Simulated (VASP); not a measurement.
# MgBe (P1) in VASP: a series of runs

The runs below take MgBe through single point, with r2SCAN.

Program: VASP 6.6.1. These are calculated values, not measurements. Logs are shortened: lines on timing, memory, paths and dates and some standing lists are left out, and cuts for length are marked.

## 1. The cell of the first run

The typed cell holds 2 atoms: a = 2.400 Å, b = 2.400 Å, c = 4.901 Å, α = 90.00°, β = 90.00°, γ = 120.00°.

## 2. Single point, r2SCAN

POSCAR reads:

```
MgBe
1.0
    2.3995486400      0.0000000000      0.0000000000
   -1.1997743200      2.0780700800      0.0000000000
    0.0000000000      0.0000000000      4.9009135800
Mg Be
1 1
Direct
   -0.0026840000      0.0081470000      0.0450920000
   -0.0093910000     -0.0135330000      0.5920960000
```

INCAR.step1 reads:

```
PREC = Accurate
ENCUT = 520
ISMEAR = 0
SIGMA = 0.1
LREAL = F
LASPH = T
NELM = 60
NBANDS = 9
GGA = PE
ALGO = Normal
EDIFF = 1E-4
LWAVE = T
LCHARG = F
```

INCAR.step2 reads:

```
PREC = Accurate
ENCUT = 520
EDIFF = 1E-7
ISMEAR = 0
SIGMA = 0.1
LREAL = F
LASPH = T
NELM = 60
ALGO = Normal
ISIF = 2
LWAVE = F
LCHARG = T
METAGGA = R2SCAN
LMIXTAU = T
LELF = T
LVHAR = T
NBANDS = 9
ISTART = 1
```

KPOINTS reads:

```
regular mesh
0
Gamma
  9 9 4
```

Potentials or basis: VASP PAW PBE potentials, release 64 (Mg, Be).

Command:

```sh
cat potpaw_PBE.64/Mg/POTCAR potpaw_PBE.64/Be/POTCAR > POTCAR
cp INCAR.step1 INCAR
mpirun -np 1 vasp_std > vasp.out
cp INCAR.step2 INCAR
mpirun -np 1 vasp_std > vasp.out
```

OUTCAR:

```text
PREC = Accurate
   ENCUT = 520
   EDIFF = 1E-7
   ISMEAR = 0
   LREAL = F
   LASPH = T
   NELM = 60
   ISIF = 2
   METAGGA = R2SCAN
   ISTART = 1

 ion  position               nearest neighbor table
   1  0.997  0.008  0.045-   2 2.22   2 2.68
   2  0.991  0.986  0.592-   1 2.22   1 2.68

  LATTYP: Found a hexagonal cell.
 ALAT       =     2.3995486400
 C/A-ratio  =     2.0424314383

  Lattice vectors:

 A1 = (   2.3995486400,   0.0000000000,   0.0000000000)
 A2 = (  -1.1997743200,   2.0780700800,   0.0000000000)
 A3 = (   0.0000000000,   0.0000000000,   4.9009135800)

Analysis of symmetry for initial positions (statically):
=====================================================================
 Subroutine PRICEL returns:
 Original cell was already a primitive cell.

 Routine SETGRP: Setting up the symmetry group for a
 hexagonal supercell.

 Subroutine GETGRP returns: Found  1 space group operations
 (whereof  1 operations were pure point group operations)
 out of a pool of 24 trial point group operations.

The static configuration has the point symmetry C_1 .

Analysis of symmetry for dynamics (positions and initial velocities):
=====================================================================
 Subroutine PRICEL returns:
 Original cell was already a primitive cell.

 Routine SETGRP: Setting up the symmetry group for a
 hexagonal supercell.

 Subroutine GETGRP returns: Found  1 space group operations
 (whereof  1 operations were pure point group operations)
 out of a pool of 24 trial point group operations.

The dynamic configuration has the point symmetry C_1 .

 Subroutine INISYM returns: Found  1 space group operations
 (whereof  1 operations are pure point group operations),
 and found     1 'primitive' translations

----------------------------------------------------------------------------------------

                                     Primitive cell

  volume of cell :      24.4381

  direct lattice vectors                    reciprocal lattice vectors
     2.399548640  0.000000000  0.000000000     0.416745043  0.240607862  0.000000000
    -1.199774320  2.078070080  0.000000000     0.000000000  0.481215725  0.000000000
     0.000000000  0.000000000  4.900913580     0.000000000  0.000000000  0.204043590

  length of vectors
     2.399548640  2.399548640  4.900913580     0.481215725  0.481215725  0.204043590

  position of ions in fractional coordinates (direct lattice)
     0.997316000  0.008147000  0.045092000
     0.990609000  0.986467000  0.592096000

  ion indices of the primitive-cell ions
   primitive index   ion index
                 1           1
                 2           2

----------------------------------------------------------------------------------------

 KPOINTS: regular mesh

Automatic generation of k-mesh.
 Grid dimensions read from file:
 generate k-points for:    9    9    4

 Generating k-lattice:

  Cartesian coordinates                     Fractional coordinates (reciprocal lattice)
     0.046305005  0.026734207  0.000000000     0.111111111  0.000000000  0.000000000
     0.000000000  0.053468414  0.000000000     0.000000000  0.111111111  0.000000000
     0.000000000  0.000000000  0.051010897     0.000000000  0.000000000  0.250000000

  Length of vectors
     0.053468414  0.053468414  0.051010897

  Shift w.r.t. Gamma in fractional coordinates (k-lattice)
     0.000000000  0.000000000  0.000000000

 Subroutine IBZKPT returns following result:
 ===========================================

 Found    163 irreducible k-points:

 Following reciprocal coordinates:
            Coordinates               Weight
  0.000000  0.000000  0.000000      1.000000
  0.111111 -0.000000  0.000000      2.000000
  0.000000  0.111111  0.000000      2.000000
 -0.111111  0.111111  0.000000      2.000000
  0.222222 -0.000000  0.000000      2.000000
  0.000000  0.222222  0.000000      2.000000
[... 16 lines left out ...]
  0.333333  0.111111  0.000000      2.000000
 -0.111111  0.444444  0.000000      2.000000
 [... further k-points ...]
   k-points           NKPTS =    163   k-points in BZ     NKDIM =    163   number of bands    NBANDS=      9
   number of dos      NEDOS =    301   number of ions     NIONS =      2
   total plane-waves  NPLWV =  11664
   dimension x,y,z NGX =    18 NGY =   18 NGZ =   36
   dimension x,y,z NGXF=    36 NGYF=   36 NGZF=   72
   ions per type =               1   1
   NGX,Y,Z   is equivalent  to a cutoff of  12.47, 12.47, 12.21 a.u.
   NGXF,Y,Z  is equivalent  to a cutoff of  24.94, 24.94, 24.42 a.u.
 SYSTEM =  unknown system
   PREC   = accura    normal or accurate (medium, high low for compatibility)
   ISTART =      1    job   : 0-new  1-cont  2-samecut
   ICHARG =      0    charge: 1-file 2-atom 10-const
   ISPIN  =      1    spin polarized calculation?
   LNONCOLLINEAR =      F non collinear calculations
   LSORBIT =      F    spin-orbit coupling
   LASPH  =      T    aspherical Exc in radial PAW
   ENCUT  =  520.0 eV  38.22 Ry    6.18 a.u.   4.46  4.46  9.11*2*pi/ulx,y,z
   NELM   =     60;   NELMIN=  2; NELMDL=  0     # of ELM steps
   EDIFF  = 0.1E-06   stopping-criterion for ELM
   LREAL  =      F    real-space projection
   EDIFFG = 0.1E-05   stopping-criterion for IOM
   NSW    =      0    number of steps for IOM
   IBRION =     -1    ionic relax: 0-MD 1-quasi-New 2-CG
   NFREE  =      0    steps in history (QN), initial steepest desc. (CG)
   ISIF   =      2    stress and relaxation
   ISYM   =      2    0-nonsym 1-usesym 2-fastsym
   POTIM  = 0.5000    time-step for ionic-motion
   TEBEG  =    0.0;   TEEND  =   0.0 temperature during run
   PSTRESS=    0.0 pullay stress
   NELECT =       4.0000    total number of electrons
   NUPDOWN=      -1.0000    fix difference up-down
   EMIN   =  10.00;   EMAX   =-10.00  energy-range for DOS
   EFERMI =   0.00;   METHOD = LEGACY
   ISMEAR =     0;   SIGMA  =   0.10  broadening in eV -4-tet -1-fermi 0-gaus
   EFERMI_NEDOS =   21; number of points for ismear=-14 and -15
   IALGO  =     38    algorithm
   IMIX   =      4    mixing-type and parameters
     AMIX     =   0.40;   BMIX     =  1.00
     AMIX_MAG =   1.60;   BMIX_MAG =  1.00
  volume/ion in A,a.u.               =      12.22        82.46
  Fermi-wavevector in a.u.,A,eV,Ry     =   0.895514  1.692277 10.911138  0.801946
  Thomas-Fermi vector in A             =   2.017856
   LORBIT       =      0    0 simple, 1 ext, 2 COOP (PROOUT), +10 PAW based schemes
   METAGGA = R2SCAN    functional components
   LHFCALC =     F    Hartree Fock is set to
   AEXX    =    0.0000 exact exchange contribution
   IVDW    =     0    specifies the selected vdW correction
   LEPSILON=     F    determine dielectric tensor
   LRPA    =     F    only Hartree local field effects (RPA)
 non-spin polarized calculation
 Gauss-broadening in eV      SIGMA  =   0.10
  energy-cutoff  :      520.00
  volume of cell :       24.44
 maximum number of plane-waves:       678
 NGX is ok and might be reduce to    18
   NGX =  9   NGY =  9   NGZ = 19

 number of electron       4.0000000 magnetization

 Free energy of the ion-electron system (eV)
  ---------------------------------------------------
  ext. energy  EPLUGINS =         0.00000000
  ---------------------------------------------------
  free energy    TOTEN  =        -5.54879655 eV

  energy without entropy =       -5.54476907  energy(sigma->0) =       -5.54678281

 E-fermi :   5.6618     XC(G=0): -10.6119

 val. band max:        5.5415177495   @ k =   0.3333   0.3333   0.5000
 cond. band min:       5.6637995683   @ k =   0.0000   0.4444   0.0000
 fundamental gap:      0.1222818188
 Fermi energy:         5.6617896049

 k-point     1 :       0.0000    0.0000    0.0000
  band No.  band energies     occupation
      1      -4.8024      2.00000
      2       0.7149      2.00000
      3       1.9216      2.00000
      4      17.0139      0.00000
      5      19.5705      0.00000
      6      22.1474      0.00000
      7      22.1484      0.00000
      8      25.9477      0.00000
      9      25.9492      0.00000

 k-point     2 :       0.1111   -0.0000    0.0000
  band No.  band energies     occupation
      1      -4.3892      2.00000
      2       1.1360      2.00000
      3       2.2940      2.00000
      4      17.0631      0.00000
      5      18.7919      0.00000
      6      20.9622      0.00000
      7      21.1022      0.00000
      8      22.8658      0.00000
      9      26.1698      0.00000

 k-point     3 :       0.0000    0.1111    0.0000
  band No.  band energies     occupation
      1      -4.3892      2.00000
      2       1.1360      2.00000
      3       2.2940      2.00000
      4      17.0638      0.00000
      5      18.7929      0.00000
      6      21.0064      0.00000
      7      21.0541      0.00000
      8      22.8648      0.00000
      9      26.1783      0.00000

 k-point     4 :      -0.1111    0.1111    0.0000
  band No.  band energies     occupation
      1      -4.3892      2.00000
      2       1.1360      2.00000
      3       2.2940      2.00000
      4      17.0634      0.00000
      5      18.7923      0.00000
      6      20.9760      0.00000
      7      21.0867      0.00000
      8      22.8654      0.00000
      9      26.1733      0.00000
[... 205 lines left out ...]
 k-point    22 :       0.3333   -0.1111    0.0000
  band No.  band energies     occupation
      1      -1.9744      2.00000
      2       3.6564      2.00000
      3       4.4292      2.00000
      4      12.1279      0.00000
      5      15.1206      0.00000
      6      17.0575      0.00000
      7      17.4295      0.00000
      8      21.4731      0.00000
      9      22.9657      0.00000

 k-point    23 :       0.3333    0.1111    0.0000
  band No.  band energies     occupation
      1       0.3050      2.00000
      2       6.1321      0.00000
      3       6.2673      0.00000
      4       7.9179      0.00000
      5      13.3429      0.00000
      6      13.6874      0.00000
      7      14.6250      0.00000
      8      20.7627      0.00000
      9      22.2174      0.00000

 k-point    24 :      -0.1111    0.4444    0.0000
  band No.  band energies     occupation
      1       0.3050      2.00000
      2       6.1310      0.00000
      3       6.2615      0.00000
      4       7.9261      0.00000
      5      13.3492      0.00000
      6      13.6906      0.00000
      7      14.6154      0.00000
      8      20.7590      0.00000
      9      22.2150      0.00000

 [... further k-points ...]

------------------------ aborting loop because EDIFF is reached ----------------------------------------

  FORCE on cell =-STRESS in cart. coord.  units (eV):
  Direction    XX          YY          ZZ          XY          YZ          ZX
  --------------------------------------------------------------------------------------
  -------------------------------------------------------------------------------------
  Total        6.0598396      6.0748093      3.1659307     -0.0032153      0.1573597     -0.0346402
  in kB      397.2875184    398.2689398    207.5607298     -0.2107957     10.3166183     -2.2710354
  external PRESSURE =     334.3723960 kB  Pullay stress =       0.0000000 kB

 VOLUME and BASIS-vectors are now :
 -----------------------------------------------------------------------------
  energy-cutoff  :      520.00
  volume of cell :       24.44
      direct lattice vectors                 reciprocal lattice vectors
     2.399548640  0.000000000  0.000000000     0.416745043  0.240607862  0.000000000
    -1.199774320  2.078070080  0.000000000     0.000000000  0.481215725  0.000000000
     0.000000000  0.000000000  4.900913580     0.000000000  0.000000000  0.204043590

 POSITION                                       TOTAL-FORCE (eV/Angst)
 -----------------------------------------------------------------------------------
      2.38333      0.01693      0.22099        -0.025163      0.112474      1.656701
      1.19348      2.04995      2.90181         0.025163     -0.112474     -1.656701
 -----------------------------------------------------------------------------------
    total drift:                               -0.001013      0.000929      0.000370

  FREE ENERGIE OF THE ION-ELECTRON SYSTEM (eV)
  ---------------------------------------------------
  free  energy   TOTEN  =        -5.5487965517 eV

  energy  without entropy=       -5.5447690704  energy(sigma->0) =       -5.54678281
```

It took 3.2 min on 1 thread of Oxide Virtual Turin-like, shared host; peak memory 0.13 GiB.

What came out:

```yaml
Free_energy: -5.5488 eV
Pressure: 33.4 GPa
Largest_force: 1.661 eV/Å
Band_gap_on_the_k_mesh: zero (bands 2 and 3 overlap by 4.50 eV)
```

Forces on the atoms (eV/Å):
```
Mg  -0.025  0.112  1.657
Be   0.025 -0.112 -1.657
```

Caveat: the stress differs along the axes, from 21 to 40 GPa; the PAW data sets were made with another functional, which shifts forces and pressure a little.

## 3. Single point, r2SCAN

POSCAR is that of step 2.

Edit INCAR.step1 of step 2 so:

```diff
@@ -6,3 +6,3 @@
 LASPH = T
-NELM = 60
+NELM = 80
 NBANDS = 9
```

INCAR.step2 reads:

```
PREC = Accurate
ENCUT = 520
EDIFF = 1E-6
ISMEAR = 0
SIGMA = 0.1
LREAL = F
LASPH = T
NELM = 80
ALGO = Normal
ISIF = 2
LWAVE = F
LCHARG = F
METAGGA = R2SCAN
LMIXTAU = T
NBANDS = 9
ISTART = 1
```

KPOINTS reads:

```
regular mesh
0
Gamma
  11 11 5
```

Potentials or basis: VASP PAW PBE potentials, release 64 (Mg, Be).

Command:

```sh
cat potpaw_PBE.64/Mg/POTCAR potpaw_PBE.64/Be/POTCAR > POTCAR
cp INCAR.step1 INCAR
mpirun -np 1 vasp_std > vasp.out
cp INCAR.step2 INCAR
mpirun -np 1 vasp_std > vasp.out
```

It took 3.8 min on 1 thread of Oxide Virtual Turin-like, shared host; peak memory 0.17 GiB.

Results (log left out):

```
Free energy            : -5.5634 eV
Pressure               : 33.3 GPa
Largest force          : 1.788 eV/Å
Band gap on the k mesh : zero (bands 2 and 3 overlap by 5.30 eV)
```

Forces in eV/Å, atoms in the order of the input:
```
Mg  -0.027  0.122  1.784
Be   0.027 -0.122 -1.784
```

Stress tensor (GPa, compression positive):
```
39.55  0.04 -0.26
 0.04 39.43  1.18
-0.26  1.18 20.84
```

Levels at points of the mesh, in eV from the Fermi level:
```
           k point  band 1  band 2  band 3  band 4  band 5  band 6
(0.00, 0.00, 0.00)  -10.37   -4.83   -3.63   11.46   14.01   16.55
```

Caveat: the stress differs along the axes, from 21 to 40 GPa; the PAW data sets were made with another functional, which shifts forces and pressure a little.

The gap in the log of VASP goes by the Fermi energy; the results here count the filled bands.